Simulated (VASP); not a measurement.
The system is RbAl2.

```
Rb Al
1.0
     3.27471    0.00000    0.00000
    -1.63735    2.83598    0.00000
     0.00000    0.00000   16.80300
Rb Al
2 4
Direct
  0.33333 0.66667 0.25000
  0.66667 0.33333 0.75000
  0.33333 0.66667 0.56487
  0.66667 0.33333 0.06487
  0.33333 0.66667 0.93513
  0.66667 0.33333 0.43513
```

| Quantity | Value |
| --- | --- |
| Program | VASP 6.6.1 |
| Task | relaxation of cell and atoms |
| Functional | PBE |
| Potentials or basis | VASP PAW PBE potentials, release 64 (Rb_sv, Al) |
| Cutoff | 600 eV |
| k mesh | 12 × 12 × 4 |
| Occupations | gaussian, width 0.1 eV |
| Spin | no spin polarisation |

At the start: pressure -0.0 GPa; volume 26.01 Å³/atom.

Problem. Where does the relaxation end?

Solution. Over 7 steps the energy falls by 5.0 meV/atom and the volume is 26.53 Å³/atom (+2.0 %); space group P6_3/mmc (No. 194, to 0.1 Å) before and after.

The path:
| step | energy change (eV) | largest force (eV/Å) | pressure (GPa) | volume (Å³) |
| --- | --- | --- | --- | --- |
| 1 | 0.0000 | 0.2077 | -0.05 | 156.05 |
| 2 | -0.0213 | 0.1107 | 0.30 | 155.87 |
| 3 | -0.0241 | 0.0477 | 0.48 | 155.77 |
| 4 | -0.0287 | 0.0259 | 0.21 | 157.67 |
| 5 | -0.0299 | 0.0073 | 0.00 | 159.29 |
| 6 | -0.0299 | 0.0081 | 0.01 | 159.22 |
| 7 | -0.0299 | 0.0074 | 0.00 | 159.21 |

Final structure:
```
CELL_PARAMETERS angstrom
3.32668 0.00000 0.00000
-1.66334 2.88099 0.00000
0.00000 0.00000 16.61155
ATOMIC_POSITIONS crystal
Rb 0.33333 0.66667 0.25000
Rb 0.66667 0.33333 0.75000
Al 0.33333 0.66667 0.56348
Al 0.66667 0.33333 0.06348
Al 0.33333 0.66667 0.93652
Al 0.66667 0.33333 0.43652
```
